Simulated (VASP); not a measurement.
Set up this calculation in VASP 6.6.1, as the native input.

* Task: single point
* Functional: r2SCAN
* Potentials or basis: VASP PAW PBE potentials, release 64 (Cu, S)
* Cutoff: 520 eV
* k mesh: 12 × 12 × 12
* Occupations: gaussian, width 0.15 eV
* Spin: no spin polarisation
* Dipole correction: no
* Further INCAR settings: ALGO = Normal; EDIFF = 1e-06; NBANDS = 16

The system is CuS.

```
Cu S
1.0
     0.00000    2.42945    2.42945
     2.42945    0.00000    2.42945
     2.42945    2.42945    0.00000
Cu S
1 1
Direct
  0.00000 0.00000 0.00000
  0.50000 0.50000 0.50000
```

These files were run (other wordings do the same):

POSCAR

```
CuS
1.0
    0.0000000000      2.4294490611      2.4294490611
    2.4294490611      0.0000000000      2.4294490611
    2.4294490611      2.4294490611      0.0000000000
Cu S
1 1
Direct
    0.0000000000      0.0000000000      0.0000000000
    0.5000000000      0.5000000000      0.5000000000
```

INCAR.step1

```
SYSTEM = CuS
  ALGO = Normal
  EDIFF = 1E-4
  ENCUT = 520
  GGA = PE
  ISMEAR = 0
  LASPH = .TRUE.
  LCHARG = .FALSE.
  LREAL = .FALSE.
  LWAVE = .TRUE.
  NBANDS = 16
  NELM = 80
  PREC = Accurate
  SIGMA = 0.15
```

INCAR.step2

```
SYSTEM = CuS
  ALGO = Normal
  EDIFF = 1E-6
  ENCUT = 520
  ISIF = 2
  ISMEAR = 0
  ISTART = 1
  LASPH = .TRUE.
  LCHARG = .FALSE.
  LMIXTAU = .TRUE.
  LREAL = .FALSE.
  LWAVE = .FALSE.
  METAGGA = R2SCAN
  NBANDS = 16
  NELM = 80
  PREC = Accurate
  SIGMA = 0.15
```

KPOINTS

```
k-points
0
G
  12 12 12
  0 0 0
```

Potentials or basis: VASP PAW PBE potentials, release 64 (Cu, S).

The run is started by

```console
$ cat potpaw_PBE.64/Cu/POTCAR potpaw_PBE.64/S/POTCAR > POTCAR
$ cp INCAR.step1 INCAR
$ mpirun -np 1 vasp_std > vasp.out
$ cp INCAR.step2 INCAR
$ mpirun -np 1 vasp_std > vasp.out
```

Results of the run:

```yaml
Pressure: 0.1 GPa
```

Caveat: the PAW data sets were made with another functional, which shifts forces and pressure a little.

Wall time 70 s on 1 thread of Intel(R) Xeon(R) 6975P-C (Granite Rapids) (shared host), peak memory 0.18 GiB.
